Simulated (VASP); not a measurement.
Set up this calculation in VASP 6.6.1, as the native input.

```
Task                   : single point
Functional             : RPBE
Potentials or basis    : VASP PAW PBE potentials, release 64 (Al, N)
Cutoff                 : 600 eV
k mesh                 : 10 × 10 × 10
Occupations            : gaussian, width 0.01 eV
Spin                   : no spin polarisation
Dipole correction      : no
Further INCAR settings : ALGO = Normal; EDIFF = 1e-06; NBANDS = 11
```

The structure of AlN lies in POSCAR:

```
AlN
1.0
    0.0000000000      2.0477628589      2.0477628589
    2.0477628589      0.0000000000      2.0477628589
    2.0477628589      2.0477628589      0.0000000000
Al N
1 1
Direct
    0.0000000000      0.0000000000      0.0000000000
    0.5000000000      0.5000000000      0.5000000000
```

One way to write it, as run:

INCAR

```
SYSTEM = AlN
PREC     = Accurate       ! precision mode
ENCUT    = 600            ! plane-wave cutoff, eV
EDIFF    = 1E-6           ! SCF threshold, eV
ISMEAR   = 0              ! smearing method
SIGMA    = 0.01           ! smearing width, eV
LREAL    = .False.        ! projectors in reciprocal space
LASPH    = .True.         ! aspherical terms in the spheres
NELM     = 120            ! most SCF steps
ALGO     = Normal         ! electronic algorithm
ISIF     = 2              ! what is computed and relaxed
LWAVE    = .False.        ! write WAVECAR
LCHARG   = .False.        ! write CHGCAR
GGA      = RP             ! functional
NBANDS   = 11             ! bands
GGA_COMPAT= .False.
```

KPOINTS

```
regular mesh
0
Gamma
  10 10 10
  0 0 0
```

Potentials or basis: VASP PAW PBE potentials, release 64 (Al, N).

The run is started by

```bash
$ cat potpaw_PBE.64/Al/POTCAR potpaw_PBE.64/N/POTCAR > POTCAR
$ mpirun -np 1 vasp_std > vasp.out
```

Results of the run:

```
Pressure               : -0.8 GPa
Band gap on the k mesh : 4.35 eV (least direct gap 5.15 eV)
```

Caveat: the PAW data sets were made with another functional, which shifts forces and pressure a little.

Wall time 3.5 s on 1 thread of Intel(R) Xeon(R) 6975P-C (Granite Rapids), on a shared host, peak memory 0.14 GiB.
